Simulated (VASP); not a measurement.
# SnCl (P6_3mc) in VASP: settings compared

Aim: see how the results for SnCl move with the level of theory and the settings. Levels: PBE, revPBE. Tasks: relaxation of cell and atoms, single point.

Everything below comes from runs of VASP 6.6.1. Logs are shortened: lines on timing, memory, paths and dates and some standing lists are left out, and cuts for length are marked.

## 1. The cell of the first run

It takes space group P6_3mc (No. 186, hexagonal). Conventional cell: a = 3.498 Å, b = 3.498 Å, c = 10.062 Å, α = 90.00°, β = 90.00°, γ = 120.00°. Sn (site symmetry 3m) has 4 Cl at 2.68 to 3.10 Å and 6 Sn at 3.50 Å within 3.5 Å. Cl (site symmetry 3m) has 4 Sn at 2.68 to 3.10 Å and 6 Cl at 3.50 Å within 3.5 Å.

## 2. Relaxation of cell and atoms, PBE, target pressure 20 GPa, at which the enthalpy is minimised

The input, INCAR:

```
SYSTEM = SnCl
  PREC = Accurate
  ENCUT = 600
  EDIFF = 1E-6
  ISMEAR = -1
  SIGMA = 0.05
  LREAL = .FALSE.
  LASPH = .TRUE.
  NELM = 100
  ALGO = Normal
  ISIF = 3
  LWAVE = .FALSE.
  LCHARG = .FALSE.
  GGA = PE
  IBRION = 2
  NSW = 60
  EDIFFG = -0.01
  PSTRESS = 200.0
```

The input, KPOINTS:

```
Automatic mesh
0
G
  9 9 3
  0 0 0
```

The input, POSCAR:

```
SnCl
1.0
    3.4975457026      0.0000000000      0.0000000000
   -1.7487728513      3.0289634293      0.0000000000
    0.0000000000      0.0000000000     10.0622090000
Sn Cl
2 2
Direct
    0.6666666667      0.3333333333      0.8205100000
    0.3333333333      0.6666666667      0.3205100000
    0.6666666667      0.3333333333      0.5544910000
    0.3333333333      0.6666666667      0.0544910000
```

Potentials or basis: VASP PAW PBE potentials, release 64 (Sn_d, Cl).

Command:

```sh
cat potpaw_PBE.64/Sn_d/POTCAR potpaw_PBE.64/Cl/POTCAR > POTCAR
mpirun -np 1 vasp_std > vasp.out
```

OUTCAR:

```text
SYSTEM = SnCl
   PREC = Accurate
   ENCUT = 600
   EDIFF = 1E-6
   ISMEAR = -1
   LREAL = .FALSE.
   LASPH = .TRUE.
   NELM = 100
   ISIF = 3
   GGA = PE
   IBRION = 2
   NSW = 60
   EDIFFG = -0.01
   PSTRESS = 200.0

 ion  position               nearest neighbor table
   1  0.667  0.333  0.821-   3 2.68   4 3.10   4 3.10   4 3.10
   2  0.333  0.667  0.321-   4 2.68   3 3.10   3 3.10   3 3.10
   3  0.667  0.333  0.554-   1 2.68   2 3.10   2 3.10   2 3.10
   4  0.333  0.667  0.054-   2 2.68   1 3.10   1 3.10   1 3.10

  LATTYP: Found a hexagonal cell.
 ALAT       =     3.4975457026
 C/A-ratio  =     2.8769342435

  Lattice vectors:

 A1 = (   3.4975457026,   0.0000000000,   0.0000000000)
 A2 = (  -1.7487728513,   3.0289634293,   0.0000000000)
 A3 = (   0.0000000000,   0.0000000000,  10.0622090000)

Analysis of symmetry for initial positions (statically):
=====================================================================
 Subroutine PRICEL returns:
 Original cell was already a primitive cell.

 Routine SETGRP: Setting up the symmetry group for a
 hexagonal supercell.

 Subroutine GETGRP returns: Found 12 space group operations
 (whereof  6 operations were pure point group operations)
 out of a pool of 24 trial point group operations.

The static configuration has the point symmetry C_3v.
 The point group associated with its full space group is C_6v.

Analysis of symmetry for dynamics (positions and initial velocities):
=====================================================================
 Subroutine PRICEL returns:
 Original cell was already a primitive cell.

 Routine SETGRP: Setting up the symmetry group for a
 hexagonal supercell.

 Subroutine GETGRP returns: Found 12 space group operations
 (whereof  6 operations were pure point group operations)
 out of a pool of 24 trial point group operations.

The dynamic configuration has the point symmetry C_3v.
 The point group associated with its full space group is C_6v.

 Subroutine INISYM returns: Found 12 space group operations
 (whereof  6 operations are pure point group operations),
 and found     1 'primitive' translations

----------------------------------------------------------------------------------------

                                     Primitive cell

  volume of cell :     106.5984

  direct lattice vectors                    reciprocal lattice vectors
     3.497545703  0.000000000  0.000000000     0.285914777  0.165072974  0.000000000
    -1.748772851  3.028963429  0.000000000     0.000000000  0.330145947  0.000000000
     0.000000000  0.000000000 10.062209000     0.000000000  0.000000000  0.099381756

  length of vectors
     3.497545703  3.497545703 10.062209000     0.330145947  0.330145947  0.099381756

[... 67 lines left out ...]
   total plane-waves  NPLWV =  62720
   dimension x,y,z NGX =    28 NGY =   28 NGZ =   80
   dimension x,y,z NGXF=    56 NGYF=   56 NGZF=  160
   ions per type =               2   2
   NGX,Y,Z   is equivalent  to a cutoff of  13.31, 13.31, 13.22 a.u.
   NGXF,Y,Z  is equivalent  to a cutoff of  26.62, 26.62, 26.43 a.u.
 SYSTEM =  SnCl
   PREC   = accura    normal or accurate (medium, high low for compatibility)
   ISTART =      0    job   : 0-new  1-cont  2-samecut
   ICHARG =      2    charge: 1-file 2-atom 10-const
   ISPIN  =      1    spin polarized calculation?
   LNONCOLLINEAR =      F non collinear calculations
   LSORBIT =      F    spin-orbit coupling
   LASPH  =      T    aspherical Exc in radial PAW
   ENCUT  =  600.0 eV  44.10 Ry    6.64 a.u.   6.99  6.99 20.10*2*pi/ulx,y,z
   NELM   =    100;   NELMIN=  2; NELMDL= -5     # of ELM steps
   EDIFF  = 0.1E-05   stopping-criterion for ELM
   LREAL  =      F    real-space projection
   EDIFFG = -.1E-01   stopping-criterion for IOM
   NSW    =     60    number of steps for IOM
   IBRION =      2    ionic relax: 0-MD 1-quasi-New 2-CG
   NFREE  =      1    steps in history (QN), initial steepest desc. (CG)
   ISIF   =      3    stress and relaxation
   ISYM   =      2    0-nonsym 1-usesym 2-fastsym
   POTIM  = 0.5000    time-step for ionic-motion
   TEBEG  =    0.0;   TEEND  =   0.0 temperature during run
   PSTRESS=  200.0 pullay stress
   NELECT =      42.0000    total number of electrons
   NUPDOWN=      -1.0000    fix difference up-down
   EMIN   =  10.00;   EMAX   =-10.00  energy-range for DOS
   EFERMI =   0.00;   METHOD = LEGACY
   ISMEAR =    -1;   SIGMA  =   0.05  broadening in eV -4-tet -1-fermi 0-gaus
   EFERMI_NEDOS =   21; number of points for ismear=-14 and -15
   IALGO  =     38    algorithm
   IMIX   =      4    mixing-type and parameters
     AMIX     =   0.40;   BMIX     =  1.00
     AMIX_MAG =   1.60;   BMIX_MAG =  1.00
  volume/ion in A,a.u.               =      26.65       179.84
  Fermi-wavevector in a.u.,A,eV,Ry     =   1.200165  2.267983 19.597782  1.440396
  Thomas-Fermi vector in A             =   2.336008
   LORBIT       =      0    0 simple, 1 ext, 2 COOP (PROOUT), +10 PAW based schemes
   GGA     = PE    functional components
   LHFCALC =     F    Hartree Fock is set to
   AEXX    =    0.0000 exact exchange contribution
   IVDW    =     0    specifies the selected vdW correction
   LEPSILON=     F    determine dielectric tensor
   LRPA    =     F    only Hartree local field effects (RPA)
 conjugate gradient relaxation of ions
 non-spin polarized calculation
  energy-cutoff  :      600.00
  volume of cell :      106.60
 maximum number of plane-waves:      3578
 NGX is ok and might be reduce to    28
   NGX = 13   NGY = 13   NGZ = 41

--------------------------------------- Ionic step        1  -------------------------------------------

 number of electron      41.9999995 magnetization

 Free energy of the ion-electron system (eV)
  ---------------------------------------------------
  ext. energy  EPLUGINS =         0.00000000
  ---------------------------------------------------
  free energy    TOTEN  =       -13.41064671 eV

  energy without entropy =      -13.40120418  energy(sigma->0) =      -13.40592545

 E-fermi :   4.8007     XC(G=0):  -9.3834

 val. band max:        4.6512584917   @ k =   0.3333   0.1111   0.3333
 cond. band min:       4.8143350769   @ k =   0.2222   0.2222   0.0000
 fundamental gap:      0.1630765852
 Fermi energy:         4.8007167300
[... 1464 lines left out ...]
  energy  without entropy=      -12.3078164420  energy(sigma->0) =      -12.31312128

  enthalpy is  TOTEN    =        -2.0860701955 eV   P V=       10.2323559230

[... ionic steps 4 to 9 ...]

--------------------------------------- Ionic step       10  -------------------------------------------

 number of electron      42.0000003 magnetization

------------------------ aborting loop because EDIFF is reached ----------------------------------------
[... 75 lines left out ...]
--------------------------------------- Ionic step       12  -------------------------------------------

 number of electron      42.0000006 magnetization

 Free energy of the ion-electron system (eV)
  ---------------------------------------------------
  ext. energy  EPLUGINS =         0.00000000
  ---------------------------------------------------
  free energy    TOTEN  =       -12.17196207 eV

  energy without entropy =      -12.16382241  energy(sigma->0) =      -12.16789224

 E-fermi :   8.4275     XC(G=0): -10.8492

 val. band max:        8.3149129035   @ k =   0.3333  -0.0000   0.0000
 cond. band min:       8.4686973084   @ k =   0.3333  -0.0000   0.3333
 fundamental gap:      0.1537844049
 Fermi energy:         8.4274732669
[... 705 lines left out ...]
  energy  without entropy=      -12.1638224113  energy(sigma->0) =      -12.16789224

  enthalpy is  TOTEN    =        -2.2853877055 eV   P V=        9.8865743658

 reached required accuracy - stopping structural energy minimisation
```

It took 16 min on 1 thread of Intel Xeon 8259CL, shared host; peak memory 0.29 GiB.

What came out:

```
Free energy                                                : -12.1720 eV
Relaxed volume                                             : 19.80 Å³/atom
Relaxed cell                                               : a = 3.100 Å, b = 3.100 Å, c = 9.514 Å, α = 90.00°, β = 90.00°, γ = 120.00°
Space group after relaxing (to 0.1 Å)                      : P6_3mc (No. 186)
Energy change on relaxing (the run minimises the enthalpy) : +309.7 meV/atom
Ionic steps                                                : 12
Pressure after relaxing                                    : 20.0 GPa
Band gap on the k mesh                                     : zero (bands 21 and 22 overlap by 3.89 eV)
```

Forces on the atoms (eV/Å):
```
Sn   0.000  0.000 -0.002
Sn   0.000  0.000 -0.002
Cl   0.000  0.000  0.002
Cl   0.000  0.000  0.002
```

The path:
| step | energy change (eV) | largest force (eV/Å) | pressure (GPa) | volume (Å³) |
| --- | --- | --- | --- | --- |
| 1 | 0.0000 | 0.1027 | -0.22 | 106.60 |
| 2 | 5.7727 | 0.8879 | 68.91 | 62.67 |
| 3 | 1.0922 | 0.1833 | 18.40 | 81.97 |
| 4 | 1.1908 | 0.2005 | 19.57 | 81.14 |
| 5 | 1.5023 | 0.1463 | 22.05 | 77.52 |
| 6 | 1.2956 | 0.0815 | 20.73 | 78.77 |
| 7 | 1.3018 | 0.0852 | 20.80 | 78.72 |
| 8 | 1.1841 | 0.0581 | 19.25 | 79.65 |
| 9 | 1.2330 | 0.0693 | 19.87 | 79.25 |
| 10 | 1.2330 | 0.0393 | 19.93 | 79.25 |
| 11 | 1.2334 | 0.0130 | 19.97 | 79.24 |
| 12 | 1.2387 | 0.0025 | 20.01 | 79.20 |

Final structure:
```xyz
4
Lattice="3.1003 0.0000 0.0000 -1.5502 2.6850 0.0000 0.0000 0.0000 9.5144" Properties=species:S:1:pos:R:3 pbc="T T T"
Sn    1.5502    0.8950    7.8011
Sn    0.0000    1.7900    3.0439
Cl    1.5502    0.8950    5.2812
Cl    0.0000    1.7900    0.5240
```

Caveat: the cell is relaxed towards a set pressure, so the run minimises the enthalpy, not the energy; the volume moved by over 15 % at a fixed basis, so the end points are rough; spin-orbit coupling is left out, which moves the levels of the heavy elements.

(Part 1 of 2 ends here.)

The gap in the log of VASP goes by the Fermi energy; the results here count the filled bands.